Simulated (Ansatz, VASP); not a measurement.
Si: VASP beside Ansatz

INCAR

```
ALGO = Normal ; EDIFF = 1E-6
ENCUT = 500 ; GGA = PE
GGA_COMPAT = False ; ISIF = 2
ISMEAR = 0 ; LASPH = True
LCHARG = False ; LREAL = False
LWAVE = False ; NBANDS = 11
NELM = 120 ; PREC = Accurate
SIGMA = 0.02
```

The input KPOINTS:

```
k-points
0
Gamma
  8 8 8
```

Contents of POSCAR:

```
Si
1.0
    0.0000000000      2.7349662084      2.7349662084
    2.7349662084      0.0000000000      2.7349662084
    2.7349662084      2.7349662084      0.0000000000
Si
2
Direct
    0.0000000000      0.0000000000      0.0000000000
    0.2500000000      0.2500000000      0.2500000000
```

Input for Ansatz:

```yaml
crystal:
  lattice:
    - [0.0, 2.7349662084, 2.7349662084]
    - [2.7349662084, 0.0, 2.7349662084]
    - [2.7349662084, 2.7349662084, 0.0]
  atoms:
    - { symbol: Si, position: [0.0, 0.0, 0.0] }
    - { symbol: Si, position: [0.25, 0.25, 0.25] }
basis:
  ecutwfc: 420
kpoints:
  mp_grid: { grid: [8, 8, 8] }
  band_path:
    path:
      - [[0.0, 0.0, 0.0], [0.5, 0.0, 0.5], [0.625, 0.25, 0.625]]
      - [[0.375, 0.375, 0.75], [0.0, 0.0, 0.0], [0.5, 0.5, 0.5], [0.5, 0.25, 0.75], [0.5, 0.0, 0.5]]
    npoints: 10
hamiltonian:
  xc: pbe
scf:
  occupations: { method: gaussian, width: 0.02 }
  n_extra_bands: 7
output:
  forces: true
  stress: true
  eigenvalues: true
```

Alike in both runs: task single point; functional PBE; k mesh 8 × 8 × 8; occupations gaussian, width 0.02 eV; no spin polarisation.

|  | VASP | Ansatz |
| --- | --- | --- |
| version | VASP 6.6.1 | Ansatz 0.2.0 |
| potentials or method | VASP PAW PBE potentials, release 64 (Si), cutoff 500 eV | scalar-relativistic, plane waves, PAW |
| valence electrons in the cell | 8 | 8 |

Ansatz gave:

| Quantity | Value |
| --- | --- |
| gap on the k mesh at the Fermi level (eV) | 0.65 |
| least direct gap on the mesh (eV) | 2.55 |
| pressure (GPa) | 0.0 |

Task: Which values does VASP return?

Result: gap on the k mesh at the Fermi level (eV): 0.65; least direct gap on the mesh (eV): 2.56; pressure (GPa): -0.1.
